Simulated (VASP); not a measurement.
# CuPd2F (I4/mmm) in VASP: a series of runs

Runs on CuPd2F. Level: PBE. Tasks: single point, relaxation of cell and atoms.

All numbers are computed with VASP 6.6.1; they aren't measurements. Logs are shortened: lines on timing, memory, paths and dates and some standing lists are left out, and cuts for length are marked.

## 1. The cell of the first run

It takes space group I4/mmm (No. 139, tetragonal). The conventional cell has a = 4.801 Å, b = 4.801 Å, c = 4.568 Å, α = 90.00°, β = 90.00°, γ = 90.00°. Cu (site symmetry 4/mmm) has 2 F at 2.28 Å and 4 Pd at 2.40 Å within 3.0 Å. Pd (site symmetry mmm) has 2 Pd at 2.28 Å and 2 Cu at 2.40 Å and 2 F at 2.40 Å within 3.0 Å. F (site symmetry 4/mmm) has 2 Cu at 2.28 Å and 4 Pd at 2.40 Å within 3.0 Å.

The cell was generated, and may not be a known phase.

## 2. Single point, PBE, collinear spin

INCAR reads:

```
SYSTEM = CuPd2F
PREC = Accurate ; ENCUT = 520
EDIFF = 1E-7 ; ISMEAR = 0
SIGMA = 0.1 ; LREAL = .FALSE.
LASPH = .TRUE. ; NELM = 150
ALGO = Normal ; ISIF = 2
LWAVE = .FALSE. ; LCHARG = .TRUE.
ISPIN = 2 ; MAGMOM = 1 0 0 0
LORBIT = 11 ; LMAXMIX = 4
GGA = PE ; LELF = .TRUE.
LVHAR = .TRUE. ; NBANDS = 31
```

KPOINTS reads:

```
Automatic mesh
0
G
  6 6 6
  0 0 0
```

POSCAR reads:

```
CuPd2F
1.0
   -2.4003678900      2.4003678900      2.2841897700
    2.4003678900     -2.4003678900      2.2841897700
    2.4003678900      2.4003678900     -2.2841897700
Cu Pd F
1 2 1
Direct
    0.0000000000      0.0000000000      0.0000000000
    0.5000000000      0.0000000000      0.5000000000
    0.0000000000      0.5000000000      0.5000000000
    0.5000000000      0.5000000000      0.0000000000
```

Potentials or basis: VASP PAW PBE potentials, release 64 (Cu, Pd, F).

Started as:

```
$ cat potpaw_PBE.64/Cu/POTCAR potpaw_PBE.64/Pd/POTCAR potpaw_PBE.64/F/POTCAR > POTCAR
$ mpirun -np 1 vasp_std > vasp.out
```

OUTCAR:

```text
SYSTEM = CuPd2F
   PREC = Accurate
   ENCUT = 520
   EDIFF = 1E-7
   ISMEAR = 0
   LREAL = .FALSE.
   LASPH = .TRUE.
   NELM = 150
   ISIF = 2
   ISPIN = 2
   LORBIT = 11
   GGA = PE

 ion  position               nearest neighbor table
   1  0.000  0.000  0.000-   4 2.28   4 2.28   2 2.40   3 2.40   2 2.40   3 2.40
   2  0.500  0.000  0.500-   3 2.28   3 2.28   4 2.40   4 2.40   1 2.40   1 2.40   3 3.39   3 3.39
                             3 3.39   3 3.39
   3  0.000  0.500  0.500-   2 2.28   2 2.28   4 2.40   1 2.40   4 2.40   1 2.40   2 3.39   2 3.39
                             2 3.39   2 3.39
   4  0.500  0.500  0.000-   1 2.28   1 2.28   3 2.40   2 2.40   3 2.40   2 2.40

  LATTYP: Found a body centered tetragonal cell.
 ALAT       =     4.8007357800
 C/A-ratio  =     0.9515998691

  Lattice vectors:

 A1 = (  -2.4003678900,   2.4003678900,   2.2841897700)
 A2 = (   2.4003678900,  -2.4003678900,   2.2841897700)
 A3 = (   2.4003678900,   2.4003678900,  -2.2841897700)

Analysis of symmetry for initial positions (statically):
=====================================================================
 Subroutine PRICEL returns:
 Original cell was already a primitive cell.

 Routine SETGRP: Setting up the symmetry group for a
 body centered tetragonal supercell.

 Subroutine GETGRP returns: Found 16 space group operations
 (whereof 16 operations were pure point group operations)
 out of a pool of 16 trial point group operations.

The static configuration has the point symmetry D_4h.

Analysis of symmetry for dynamics (positions and initial velocities):
=====================================================================
 Subroutine PRICEL returns:
 Original cell was already a primitive cell.

 Routine SETGRP: Setting up the symmetry group for a
 body centered tetragonal supercell.

 Subroutine GETGRP returns: Found 16 space group operations
 (whereof 16 operations were pure point group operations)
 out of a pool of 16 trial point group operations.

The dynamic configuration has the point symmetry D_4h.

Analysis of structural, dynamic, and magnetic symmetry:
=====================================================================
 Subroutine PRICEL returns:
 Original cell was already a primitive cell.

 Routine SETGRP: Setting up the symmetry group for a
 body centered tetragonal supercell.

 Subroutine GETGRP returns: Found 16 space group operations
 (whereof 16 operations were pure point group operations)
 out of a pool of 16 trial point group operations.

The overall configuration has the point symmetry D_4h.

 Subroutine INISYM returns: Found 16 space group operations
[... 131 lines left out ...]
   LRPA    =     F    only Hartree local field effects (RPA)
 spin polarized calculation
 Gauss-broadening in eV      SIGMA  =   0.10
  energy-cutoff  :      520.00
  volume of cell :       52.64
 maximum number of plane-waves:      1441
   NGX = 15   NGY = 15   NGZ = 15

 number of electron      38.0000000 magnetization       0.0245123

 number of electron      38.0000000 magnetization      -0.0006423

 Free energy of the ion-electron system (eV)
  ---------------------------------------------------
  ext. energy  EPLUGINS =         0.00000000
  ---------------------------------------------------
  free energy    TOTEN  =       -14.26475469 eV

  energy without entropy =      -14.24696366  energy(sigma->0) =      -14.25585917

 E-fermi :   7.4782     XC(G=0): -12.2267

 val. band max:        7.4766550339   @ k =  -0.1667   0.1667   0.0000
 cond. band min:       7.4845465780   @ k =  -0.1667   0.1667   0.1667
 fundamental gap:      0.0078915441
 Fermi energy:         7.4781597956

 spin component 1

 k-point     1 :       0.0000    0.0000    0.0000
  band No.  band energies     occupation
      1     -16.4818      1.00000
      2       1.2187      1.00000
      3       1.8200      1.00000
      4       1.8873      1.00000
      5       1.9709      1.00000
      6       1.9709      1.00000
[... 805 lines left out ...]
     30      25.4813      0.00000
     31      26.1253      0.00000

 [... further k-points ...]

 spin component 2

 k-point     1 :       0.0000    0.0000    0.0000
  band No.  band energies     occupation
      1     -16.4816      1.00000
      2       1.2185      1.00000
      3       1.8200      1.00000
      4       1.8877      1.00000
      5       1.9709      1.00000
      6       1.9709      1.00000
[... 805 lines left out ...]
     30      25.4812      0.00000
     31      26.1252      0.00000

 [... further k-points ...]

------------------------ aborting loop because EDIFF is reached ----------------------------------------

  FORCE on cell =-STRESS in cart. coord.  units (eV):
  Direction    XX          YY          ZZ          XY          YZ          ZX
  --------------------------------------------------------------------------------------
  -------------------------------------------------------------------------------------
  Total        4.8403166      4.8403166     17.5073126      0.0000000      0.0000000      0.0000000
  in kB      147.3114691    147.3114691    532.8221593      0.0000000      0.0000000      0.0000000
  external PRESSURE =     275.8150325 kB  Pullay stress =       0.0000000 kB

 VOLUME and BASIS-vectors are now :
 -----------------------------------------------------------------------------
  energy-cutoff  :      520.00
  volume of cell :       52.64
      direct lattice vectors                 reciprocal lattice vectors
    -2.400367890  2.400367890  2.284189770     0.000000000  0.208301403  0.218895998
     2.400367890 -2.400367890  2.284189770     0.208301403  0.000000000  0.218895998
     2.400367890  2.400367890 -2.284189770     0.208301403  0.208301403  0.000000000

 POSITION                                       TOTAL-FORCE (eV/Angst)
 -----------------------------------------------------------------------------------
      0.00000      0.00000      0.00000        -0.000000      0.000000      0.000000
      0.00000      2.40037      0.00000        -0.000000      0.000000      0.000000
      2.40037      0.00000      0.00000         0.000000      0.000000      0.000000
      0.00000      0.00000      2.28419         0.000000     -0.000000     -0.000000
 -----------------------------------------------------------------------------------
    total drift:                               -0.000000     -0.000000      0.000000

  FREE ENERGIE OF THE ION-ELECTRON SYSTEM (eV)
  ---------------------------------------------------
  free  energy   TOTEN  =       -14.2647546855 eV

  energy  without entropy=      -14.2469636587  energy(sigma->0) =      -14.25585917

 total charge

# of ion       s       p       d       tot
------------------------------------------
    1        0.421   0.288   9.280   9.989
    2        0.478   0.417   8.707   9.602
    3        0.478   0.417   8.707   9.602
    4        1.771   4.225   0.000   5.996
--------------------------------------------------
tot          3.148   5.347  26.694  35.189

 magnetization (x)

# of ion       s       p       d       tot
------------------------------------------
    1        0.000   0.000   0.000   0.000
    2       -0.000  -0.000  -0.001  -0.001
    3       -0.000  -0.000  -0.001  -0.001
    4        0.000   0.000   0.000   0.000
--------------------------------------------------
tot          0.000   0.000  -0.001  -0.001
```

OSZICAR:

```text
N       E                     dE             d eps       ncg     rms          rms(c)
DAV:   1     0.308846755442E+03    0.30885E+03   -0.18470E+04  3973   0.154E+03
DAV:   2     0.633109981310E+01   -0.30252E+03   -0.27967E+03  3944   0.353E+02
DAV:   3    -0.156447234016E+02   -0.21976E+02   -0.21212E+02  4296   0.968E+01
DAV:   4    -0.161347844357E+02   -0.49006E+00   -0.48928E+00  4279   0.138E+01
[... 13 lines left out ...]
DAV:  18    -0.142648171118E+02    0.86196E-04   -0.14761E-04  5295   0.245E-01    0.757E-02
DAV:  19    -0.142647516505E+02    0.65461E-04   -0.25020E-04  5100   0.426E-01    0.100E-02
DAV:  20    -0.142647547798E+02   -0.31293E-05   -0.25472E-05  5638   0.787E-02    0.992E-03
DAV:  21    -0.142647546855E+02    0.94299E-07   -0.46292E-07  4374   0.552E-03
   1 F= -.14264755E+02 E0= -.14255859E+02  d E =-.177910E-01  mag=    -0.0005
```

Wall time 81 s (1 thread of AMD EPYC 9R45 (Zen 5), shared host); peak memory 0.21 GiB.

Results:

```yaml
Free_energy: -14.2648 eV
Pressure: 27.6 GPa
Band_gap_on_the_k_mesh: zero (filled and empty bands overlap)
Net_moment: 0.00 μB per cell
Valence_electrons_inside_the_program's_atomic_spheres: Cu 9.99; Pd 9.60; F 6.00
```

Levels at points of the mesh, in eV from the Fermi level:
Spin up:
```
           k point  band 16  band 17  band 18  band 19  band 20  band 21  band 22  band 23
(0.00, 0.00, 0.00)    -0.90    -0.79     0.02     0.02     1.34     5.67     5.67     7.73
(0.50, 0.00, 0.00)    -1.52    -1.03    -0.91    -0.31    -0.19     1.12     5.18     7.56
(0.50, 0.50, 0.00)    -1.28    -1.00    -0.18    -0.05     0.68     1.34     5.29     7.73
(0.50, 0.50, 0.50)    -0.70    -0.52    -0.03    -0.03     2.12     2.12     3.20     3.59
```
Spin down:
| k point | band 17 | band 18 | band 19 | band 20 | band 21 | band 22 |
| --- | --- | --- | --- | --- | --- | --- |
| (0.00, 0.00, 0.00) | -0.79 | 0.02 | 0.02 | 1.34 | 5.67 | 5.67 |
| (0.50, 0.00, 0.00) | -1.03 | -0.91 | -0.31 | -0.19 | 1.12 | 5.18 |
| (0.50, 0.50, 0.00) | -1.00 | -0.18 | -0.05 | 0.68 | 1.34 | 5.29 |
| (0.50, 0.50, 0.50) | -0.52 | -0.03 | -0.03 | 2.12 | 2.12 | 3.20 |

Caveat: the stress differs along the axes, from 15 to 53 GPa.

(Continued in part 2 of 2.)

The gap in the log of VASP goes by the Fermi energy; the results here count the filled bands.